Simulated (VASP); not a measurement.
# Hf3Si2F (I4/mmm) in VASP: notebook, part 3 of 3

VASP 6.6.1.

### Step 5. Relaxation of cell and atoms, PBE

This run uses another cell than the first one, of 20.53 Å³/atom.

INCAR

```
PREC = Accurate ; ENCUT = 600
EDIFF = 1E-6 ; ISMEAR = 0
SIGMA = 0.1 ; LREAL = F
LASPH = T ; NELM = 80
ALGO = Normal ; ISIF = 3
LWAVE = F ; LCHARG = F
GGA = PE ; IBRION = 2
NSW = 100 ; EDIFFG = -0.01
```

KPOINTS

```
Automatic mesh
0
Gamma
  10 10 10
```

POSCAR

```
Hf3Si2F
1.0
   -2.5804562722      2.5804562722      4.6249700101
    2.5804562722     -2.5804562722      4.6249700101
    2.5804562722      2.5804562722     -4.6249700101
Hf Si F
3 2 1
Direct
    0.7500000000      0.2500000000      0.5000000000
    0.2500000000      0.7500000000      0.5000000000
    0.0000000000      0.0000000000      0.0000000000
    0.3059258441      0.3059258441      0.0000000000
    0.6940741559      0.6940741559      0.0000000000
    0.5000000000      0.5000000000      0.0000000000
```

Potentials or basis: VASP PAW PBE potentials, release 64 (Hf_pv, Si, F).

Started as:

```console
$ cat potpaw_PBE.64/Hf_pv/POTCAR potpaw_PBE.64/Si/POTCAR potpaw_PBE.64/F/POTCAR > POTCAR
$ mpirun -np 1 vasp_std > vasp.out
```

OUTCAR:

```text
PREC = Accurate
   ENCUT = 600
   EDIFF = 1E-6
   ISMEAR = 0
   LREAL = F
   LASPH = T
   NELM = 80
   ISIF = 3
   GGA = PE
   IBRION = 2
   NSW = 100
   EDIFFG = -0.01

 ion  position               nearest neighbor table
   1  0.750  0.250  0.500-   4 2.63   5 2.63   4 2.63   5 2.63   3 3.47   3 3.47   3 3.47   3 3.47
                             2 3.65   2 3.65   2 3.65   2 3.65
   2  0.250  0.750  0.500-   4 2.63   5 2.63   4 2.63   5 2.63   3 3.47   3 3.47   3 3.47   3 3.47
                             1 3.65   1 3.65   1 3.65   1 3.65
   3  0.000  0.000  0.000-   4 2.83   5 2.83   1 3.47   2 3.47   1 3.47   2 3.47   1 3.47   2 3.47
                             1 3.47   2 3.47
   4  0.306  0.306  0.000-   6 1.80   2 2.63   1 2.63   2 2.63   1 2.63   3 2.83
   5  0.694  0.694  0.000-   6 1.80   1 2.63   2 2.63   1 2.63   2 2.63   3 2.83
   6  0.500  0.500  0.000-   4 1.80   5 1.80

  LATTYP: Found a body centered tetragonal cell.
 ALAT       =     5.1609125444
 C/A-ratio  =     1.7923070660

  Lattice vectors:

 A1 = (  -2.5804562722,   2.5804562722,   4.6249700101)
 A2 = (   2.5804562722,  -2.5804562722,   4.6249700101)
 A3 = (   2.5804562722,   2.5804562722,  -4.6249700101)

Analysis of symmetry for initial positions (statically):
=====================================================================
 Subroutine PRICEL returns:
 Original cell was already a primitive cell.

 Routine SETGRP: Setting up the symmetry group for a
 body centered tetragonal supercell.

 Subroutine GETGRP returns: Found 16 space group operations
 (whereof 16 operations were pure point group operations)
 out of a pool of 16 trial point group operations.

The static configuration has the point symmetry D_4h.

Analysis of symmetry for dynamics (positions and initial velocities):
=====================================================================
 Subroutine PRICEL returns:
[... 142 lines left out ...]
   GGA     = PE    functional components
   LHFCALC =     F    Hartree Fock is set to
   AEXX    =    0.0000 exact exchange contribution
   IVDW    =     0    specifies the selected vdW correction
   LEPSILON=     F    determine dielectric tensor
   LRPA    =     F    only Hartree local field effects (RPA)
 conjugate gradient relaxation of ions
 non-spin polarized calculation
 Gauss-broadening in eV      SIGMA  =   0.10
  energy-cutoff  :      600.00
  volume of cell :      123.19
 maximum number of plane-waves:      4166
   NGX = 23   NGY = 23   NGZ = 23

--------------------------------------- Ionic step        1  -------------------------------------------

 number of electron      45.0000003 magnetization

 Free energy of the ion-electron system (eV)
  ---------------------------------------------------
  ext. energy  EPLUGINS =         0.00000000
  ---------------------------------------------------
  free energy    TOTEN  =       -43.23396802 eV

  energy without entropy =      -43.21533134  energy(sigma->0) =      -43.22464968

------------------------ aborting loop because EDIFF is reached ----------------------------------------

  FORCE on cell =-STRESS in cart. coord.  units (eV):
  Direction    XX          YY          ZZ          XY          YZ          ZX
  --------------------------------------------------------------------------------------
  -------------------------------------------------------------------------------------
  Total        0.0238393      0.0238393     -0.0780626      0.0000000      0.0000000     -0.0000000
  in kB        0.3100573      0.3100573     -1.0152936      0.0000000      0.0000000     -0.0000000
  external PRESSURE =      -0.1317264 kB  Pullay stress =       0.0000000 kB
[... 107 lines left out ...]
--------------------------------------- Ionic step        4  -------------------------------------------

 number of electron      45.0000003 magnetization

 Free energy of the ion-electron system (eV)
  ---------------------------------------------------
  ext. energy  EPLUGINS =         0.00000000
  ---------------------------------------------------
  free energy    TOTEN  =       -43.23402795 eV

  energy without entropy =      -43.21537698  energy(sigma->0) =      -43.22470246

 E-fermi :   4.6332     XC(G=0): -10.3024

 val. band max:        4.6178971295   @ k =  -0.2000   0.1000  -0.0000
 cond. band min:       4.6350467979   @ k =  -0.3000   0.2000  -0.0000
 fundamental gap:      0.0171496684
 Fermi energy:         4.6331887911

 k-point     1 :       0.0000    0.0000    0.0000
  band No.  band energies     occupation
      1     -27.0661      2.00000
      2     -27.0661      2.00000
      3     -26.9859      2.00000
      4     -25.9239      2.00000
      5     -25.9167      2.00000
      6     -25.7828      2.00000
[... 709 lines left out ...]
     26       5.7276      0.00000
     27       6.1244      0.00000

 [... further k-points ...]

------------------------ aborting loop because EDIFF is reached ----------------------------------------

  FORCE on cell =-STRESS in cart. coord.  units (eV):
  Direction    XX          YY          ZZ          XY          YZ          ZX
  --------------------------------------------------------------------------------------
  -------------------------------------------------------------------------------------
  Total        0.0042199      0.0042199      0.0046007      0.0000000      0.0000000     -0.0000000
  in kB        0.0549053      0.0549053      0.0598595      0.0000000      0.0000000     -0.0000000
  external PRESSURE =       0.0565567 kB  Pullay stress =       0.0000000 kB
[... 21 lines left out ...]
  FREE ENERGIE OF THE ION-ELECTRON SYSTEM (eV)
  ---------------------------------------------------
  free  energy   TOTEN  =       -43.2340279493 eV

  energy  without entropy=      -43.2153769788  energy(sigma->0) =      -43.22470246

 reached required accuracy - stopping structural energy minimisation
```

OSZICAR:

```text
N       E                     dE             d eps       ncg     rms          rms(c)
DAV:   1     0.222541254811E+03    0.22254E+03   -0.25396E+04  5588   0.169E+03
DAV:   2    -0.291122001573E+02   -0.25165E+03   -0.24598E+03  6554   0.368E+02
DAV:   3    -0.470323572989E+02   -0.17920E+02   -0.17362E+02  7268   0.691E+01
[... 27 lines left out ...]
       N       E                     dE             d eps       ncg     rms          rms(c)
DAV:   1    -0.432340351233E+02   -0.25052E-04   -0.62889E-04  5604   0.142E-01    0.374E-02
DAV:   2    -0.432340295649E+02    0.55583E-05   -0.56099E-05  6970   0.345E-02    0.188E-02
DAV:   3    -0.432340282651E+02    0.12998E-05   -0.58767E-06  6141   0.116E-02    0.104E-02
DAV:   4    -0.432340279493E+02    0.31582E-06   -0.13281E-06  3476   0.653E-03
   4 F= -.43234028E+02 E0= -.43224702E+02  d E =-.178765E-04
```

CONTCAR:

```text
Hf3Si2F
   1.00000000000000
    -2.5813160844505778    2.5813160844505778    4.6201357937799417
     2.5813160844505778   -2.5813160844505778    4.6201357937799417
     2.5813160844505778    2.5813160844505778   -4.6201357937799417
  Hf              Si              F
     3     2     1
Direct
     0.7500000000000000    0.2500000000000000    0.5000000000000000
     0.2500000000000000    0.7500000000000000    0.5000000000000000
     0.0000000000000000    0.0000000000000000    0.0000000000000000
     0.3057675978438298    0.3057675978438298    1.0000000000000000
     0.6942324021561702    0.6942324021561702    0.0000000000000000
     0.5000000000000000    0.5000000000000000    0.0000000000000000

  0.00000000E+00  0.00000000E+00  0.00000000E+00
  0.00000000E+00  0.00000000E+00  0.00000000E+00
  0.00000000E+00  0.00000000E+00  0.00000000E+00
  0.00000000E+00  0.00000000E+00  0.00000000E+00
  0.00000000E+00  0.00000000E+00  0.00000000E+00
  0.00000000E+00  0.00000000E+00  0.00000000E+00
```

Run time: 13 min. Hardware: 1 thread of AMD EPYC 9R14 (Zen 4), shared host; peak memory 0.57 GiB.

What came out:

* Free energy: -43.2340 eV
* Relaxed volume: 20.52 Å³/atom
* Relaxed cell: a = 5.888 Å, b = 5.888 Å, c = 5.888 Å, α = 128.00°, β = 128.00°, γ = 76.63°
* Space group after relaxing (to 0.1 Å): I4/mmm (No. 139)
* Energy gained by relaxing: 0.0 meV/atom
* Ionic steps: 4
* Pressure after relaxing: 0.0 GPa
* Largest force after relaxing: 0.006 eV/Å
* Band gap on the k mesh: zero (an odd number of electrons rules out a gap without spin polarisation)

Forces on the atoms (eV/Å):
```
Hf   0.000  0.000  0.000
Hf   0.000  0.000  0.000
Hf   0.000  0.000  0.000
Si   0.000  0.000 -0.006
Si   0.000  0.000  0.006
F    0.000  0.000  0.000
```

Final structure:
```
Hf Si F
1.0
    -2.58132    2.58132    4.62014
     2.58132   -2.58132    4.62014
     2.58132    2.58132   -4.62014
Hf Si F
3 2 1
Direct
  0.75000 0.25000 0.50000
  0.25000 0.75000 0.50000
  0.00000 0.00000 0.00000
  0.30577 0.30577 0.00000
  0.69423 0.69423 0.00000
  0.50000 0.50000 0.00000
```

Caveat: spin-orbit coupling is left out, which moves the levels of the heavy elements; an odd number of electrons without spin polarisation forces a metal; a magnetic or distorted state may lie lower.

### Step 6. Overview

| task | cell | k mesh | cutoff (eV) | gap on the mesh (eV) | pressure (GPa) | relaxed volume (Å³/atom) | largest force (eV/Å) |
| --- | --- | --- | --- | --- | --- | --- | --- |
| relaxation of cell and atoms | relaxed from a = 5.670 Å, angles 122.0, 122.0, 86.5°, 6 atoms, atomic positions A | 4 × 4 × 4 | 600 | none | 0.0 | 20.52 | 0.02 |
| relaxation of cell and atoms | relaxed from a = 5.870 Å, angles 127.6, 127.6, 77.2°, 6 atoms, atomic positions B | 6 × 6 × 6 | 600 | none | 0.0 | 20.54 | 0.01 |
| single point | a = 5.894 Å, angles 128.1, 128.1, 76.5°, 6 atoms, atomic positions C | 10 × 10 × 10 | 520 | none | -0.1 | - | 0.05 |
| relaxation of cell and atoms | relaxed from a = 5.891 Å, angles 128.0, 128.0, 76.6°, 6 atoms, atomic positions D | 10 × 10 × 10 | 600 | none | 0.0 | 20.52 | 0.01 |

Alike in all rows: level PBE; potentials or basis VASP PAW PBE potentials, release 64 (Hf_pv, Si, F); no spin polarisation; smearing gaussian 0.1 eV.

Caveats: spin-orbit coupling is left out, which moves the levels of the heavy elements; an odd number of electrons without spin polarisation forces a metal; a magnetic or distorted state may lie lower.

Total energies depend on the potentials used, so only differences within one code and one set of settings carry meaning.

The gap in the log of VASP goes by the Fermi energy; the results here count the filled bands.